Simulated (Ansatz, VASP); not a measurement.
One calculation of Ru, two programs

Contents of INCAR:

```
SYSTEM = Ru
  PREC = Accurate
  ENCUT = 520
  EDIFF = 1E-6
  ISMEAR = -1
  SIGMA = 0.05
  LREAL = .FALSE.
  LASPH = .TRUE.
  NELM = 80
  ALGO = Normal
  ISIF = 2
  LWAVE = .FALSE.
  LCHARG = .FALSE.
  GGA = PE
  NBANDS = 21
```

KPOINTS

```
regular mesh
0
G
  14 14 14
  0 0 0
```

File POSCAR:

```
Ru
1.0
    0.0000000000      2.3002324172      2.3002324172
    2.3002324172      0.0000000000      2.3002324172
    2.3002324172      2.3002324172      0.0000000000
Ru
2
Direct
   -0.1250000000     -0.1250000000     -0.1250000000
    0.1250000000      0.1250000000      0.1250000000
```

Input for Ansatz:

```yaml
crystal:
  lattice:
    - [0.0, 2.3002324172, 2.3002324172]
    - [2.3002324172, 0.0, 2.3002324172]
    - [2.3002324172, 2.3002324172, 0.0]
  atoms:
    - { symbol: Ru, position: [-0.125, -0.125, -0.125] }
    - { symbol: Ru, position: [0.125, 0.125, 0.125] }
kpoints:
  mp_grid: { grid: [14, 14, 14] }
scf:
  occupations: { method: fermi_dirac, width: 0.05 }
hamiltonian:
  xc: pbe
  pseudopotentials: { kind: all_electron, lapw: { basis_error: 0.001 } }
output:
  forces: true
  stress: true
  eigenvalues: true
  populations: true
```

Change from the starting cell: volume scaled by 0.6, LAPW.

Alike in both runs: task single point; functional PBE; k mesh 14 × 14 × 14; occupations fermi-dirac, width 0.05 eV; no spin polarisation.

```csv
,VASP,Ansatz
version,VASP 6.6.1,Ansatz 0.2.0
potentials or method,"VASP PAW PBE potentials, release 64 (Ru_pv), cutoff 520 eV","all-electron LAPW, scalar-relativistic"
```

|  | VASP | Ansatz | Ansatz less VASP |
| --- | --- | --- | --- |
| pressure (GPa) | 274.4 | 266.5 | -7.95 |

Both programs put the cell under a high pressure, so it lies far from rest at this level. Ansatz ran all-electron here, and VASP with PAW potentials.

Noted on VASP's run: the cell as given lies far from equilibrium.
